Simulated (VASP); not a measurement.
The system is BaTiO3.

```
Ba Ti O
1.0
     3.99410    0.00000    0.00000
     0.00000    3.99410    0.00000
     0.00000    0.00000    3.99410
Ba Ti O
1 1 3
Direct
  0.50000 0.50000 0.50000
  0.00000 0.00000 0.00000
  0.50000 0.00000 0.00000
  0.00000 0.50000 0.00000
  0.00000 0.00000 0.50000
```

Base run:

```yaml
Program: VASP 6.6.1
Functional: r2SCAN
Potentials_or_basis: VASP PAW PBE potentials, release 64 (Ba_sv, Ti_sv, O)
Cutoff: 520 eV
k_mesh: 6 × 6 × 6
Occupations: gaussian, width 0.01 eV
Spin: no spin polarisation
```

Its results: band gap on the k mesh 2.15 eV, indirect (least direct gap 2.30 eV); pressure 2.0 GPa.

Task: The run is repeated on the same cell with these changes: functional from r2SCAN to PBE. What comes out?

Result: Band gap on the k mesh 1.76 eV, indirect (least direct gap 1.90 eV); pressure 5.0 GPa.

r2SCAN gives the wider gap, since meta-GGAs in the generalised Kohn-Sham scheme recover part of the derivative discontinuity.

Caveats: spin-orbit coupling is left out, which moves the levels of the heavy elements; the PAW data sets were made with another functional, which shifts forces and pressure a little (some runs).

A k mesh can miss the band edges.
